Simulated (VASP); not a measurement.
Here is a VASP 6.6.1 calculation.

Contents of INCAR:

```
SYSTEM = BiN
  ALGO = Normal
  EDIFF = 1E-6
  ENCUT = 520
  ISIF = 2
  ISMEAR = 0
  LASPH = .True.
  LCHARG = .True.
  LELF = .True.
  LREAL = .False.
  LVHAR = .True.
  LWAVE = .False.
  NBANDS = 17
  NELM = 80
  PREC = Accurate
  SIGMA = 0.05
```

KPOINTS

```
k-points
0
Gamma
  12 12 10
  0 0 0
```

Contents of POSCAR:

```
BiN
1.0
    3.4893699739      0.0000000000      0.0000000000
   -1.7446849870      3.0218830406      0.0000000000
    0.0000000000      0.0000000000      3.2651770091
Bi N
1 1
Direct
    0.0000000000      0.0000000000      0.0000000000
    0.6666666667      0.3333333333      0.5000000000
```

Potentials or basis: VASP PAW LDA potentials, release 64 (Bi_d, N).

Run with:

```console
$ cat potpaw_LDA.64/Bi_d/POTCAR potpaw_LDA.64/N/POTCAR > POTCAR
$ mpirun -np 1 vasp_std > vasp.out
```

Q: What does it give for the band gap on the k mesh?

A: Zero (band 10 reaches 8.95 eV, above the bottom of band 11 at 6.36 eV).

Q: What does it give for the pressure?

A: -7.1 GPa.

Stress tensor (GPa, compression positive):
```
-6.80  0.00  0.00
 0.00 -6.80  0.00
 0.00  0.00 -7.84
```

Caveat: spin-orbit coupling is left out, which moves the levels of the heavy elements.
